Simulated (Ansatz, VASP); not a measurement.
# Rh in VASP and in Ansatz

INCAR

```
SYSTEM = Rh
PREC     = Accurate       ! precision mode
ENCUT    = 600            ! plane-wave cutoff, eV
EDIFF    = 1E-6           ! SCF threshold, eV
ISMEAR   = 0              ! smearing method
SIGMA    = 0.1            ! smearing width, eV
LREAL    = .FALSE.        ! projectors in reciprocal space
LASPH    = .TRUE.         ! aspherical terms in the spheres
NELM     = 80             ! most SCF steps
ALGO     = Normal         ! electronic algorithm
ISIF     = 3              ! what is computed and relaxed
LWAVE    = .FALSE.        ! write WAVECAR
LCHARG   = .FALSE.        ! write CHGCAR
GGA      = PE             ! functional
IBRION   = 2              ! ionic algorithm
NSW      = 90             ! ionic steps
EDIFFG   = -0.04          ! ionic threshold
```

The input KPOINTS:

```
Automatic mesh
0
G
  6 6 4
  0 0 0
```

POSCAR

```
Rh
1.0
    3.4957812122      0.0000000000      0.0000000000
   -1.7478906061      3.0274353358      0.0000000000
    0.0000000000      0.0000000000      3.9727945410
Rh
3
Direct
    0.2170000000      0.0000000000      0.1666666667
    0.0000000000      0.2170000000      0.8333333333
    0.7830000000      0.7830000000      0.5000000000
```

Input for Ansatz:

```yaml
crystal:
  lattice:
    - [3.4957812122, 0.0, 0.0]
    - [-1.7478906061, 3.0274353358, 0.0]
    - [0.0, 0.0, 3.972794541]
  atoms:
    - { symbol: Rh, position: [0.217, 0.0, 0.1666666667] }
    - { symbol: Rh, position: [0.0, 0.217, 0.8333333333] }
    - { symbol: Rh, position: [0.783, 0.783, 0.5] }
basis:
  ecutwfc: 420
kpoints:
  mp_grid: { grid: [6, 6, 4] }
hamiltonian:
  xc: pbe
scf:
  occupations: { method: gaussian, width: 0.1 }
  lower_state_search: "off"
output:
  forces: true
  stress: true
  eigenvalues: true
relax:
  adjacent_minimum: "off"
  f_tol: 0.04
  max_steps: 70
  cell: { stress_tol: 0.4 }
```

Alike in both runs: task relaxation of cell and atoms; functional PBE; k mesh 6 × 6 × 4; occupations gaussian, width 0.1 eV; no spin polarisation.

|  | VASP | Ansatz |
| --- | --- | --- |
| version | VASP 6.6.1 | Ansatz 0.2.0 |
| potentials or method | VASP PAW PBE potentials, release 64 (Rh_pv), cutoff 600 eV | scalar-relativistic, plane waves, PAW |
| valence electrons in the cell | 45 | 51 |

```csv
,VASP,Ansatz,Ansatz less VASP
"gap on the k mesh at the Fermi level, each at its own relaxed structure (eV)",none,none,-
relaxed volume (Å³/atom),16.29,16.28,-0.002
relaxed cell length with the largest relative difference (Å),4.303,4.283,-0.0202
```

A gap of «none» marks a metal or a gap that the smearing closes. VASP's potentials hold 45 valence electrons a cell and Ansatz's 51, so a difference there can come from the potentials and not from the codes.

The k mesh is coarse, so the values compare programs but aren't converged. Noted on VASP's run: the volume moved by over 15 % at a fixed basis, so the end points are rough.
